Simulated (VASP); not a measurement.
Set up this calculation in VASP 6.6.1, as the native input.

* Task: single point
* Functional: PBE
* Potentials or basis: VASP PAW PBE potentials, release 64 (Mg, Se)
* Cutoff: 600 eV
* k mesh: 4 × 4 × 4
* Occupations: gaussian, width 0.01 eV
* Spin: no spin polarisation
* Dipole correction: no
* Further INCAR settings: ALGO = Normal; EDIFF = 1e-06; NBANDS = 11

The structure of MgSe lies in POSCAR:

```
MgSe
1.0
    0.0000000000      2.7362693763      2.7362693763
    2.7362693763      0.0000000000      2.7362693763
    2.7362693763      2.7362693763      0.0000000000
Mg Se
1 1
Direct
    0.0000000000      0.0000000000      0.0000000000
    0.5000000000      0.5000000000      0.5000000000
```

The input as run:

INCAR

```
SYSTEM = MgSe
  PREC = Accurate
  ENCUT = 600
  EDIFF = 1E-6
  ISMEAR = 0
  SIGMA = 0.01
  LREAL = .False.
  LASPH = .True.
  NELM = 120
  ALGO = Normal
  ISIF = 2
  LWAVE = .False.
  LCHARG = .True.
  GGA = PE
  LELF = .True.
  LVHAR = .True.
  NBANDS = 11
  GGA_COMPAT = .False.
```

KPOINTS

```
Automatic mesh
0
Gamma
  4 4 4
  0 0 0
```

Potentials or basis: VASP PAW PBE potentials, release 64 (Mg, Se).

Launch:

```sh
$ cat potpaw_PBE.64/Mg/POTCAR potpaw_PBE.64/Se/POTCAR > POTCAR
$ mpirun -np 1 vasp_std > vasp.out
```

It gave:

| Property | Result |
| --- | --- |
| Pressure | 1.5 GPa |
| Band gap on the k mesh | 1.75 eV (least direct gap 2.50 eV) |

Caveat: the k points lie up to 0.50 Å⁻¹ apart.

It took 10 s on 1 thread of Intel Xeon 8259CL, with other jobs on the host, peak memory 0.17 GiB.
